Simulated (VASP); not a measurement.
Runs of VASP 6.6.1 on Cs. The structure is that of space group Im-3m (No. 229), or close to it. The cells are those of the table. 

```tsv
cell	gap on the mesh (eV)	pressure (GPa)
a = 5.026 Å, angles 109.5°, 1 atom	none	(a)
a = 4.816 Å, angles 109.5°, 1 atom	none	1.0
a = 5.654 Å, angles 109.5°, 1 atom	none	-0.3
a = 5.445 Å, angles 109.5°, 1 atom	none	-0.1
```

Alike in all rows: task single point; level PBE; potentials or basis VASP PAW PBE potentials, release 64 (Cs_sv); no spin polarisation; k mesh 12 × 12 × 12; cutoff (eV) 520; smearing gaussian 0.15 eV.

Fill in the values left out.

(a) 0.5.

Caveats: spin-orbit coupling is left out, which moves the levels of the heavy elements.

A k mesh can miss the band edges, and the runs leave out spin-orbit coupling on Cs.

A gap of «none» marks levels without a gap at the run's occupations.
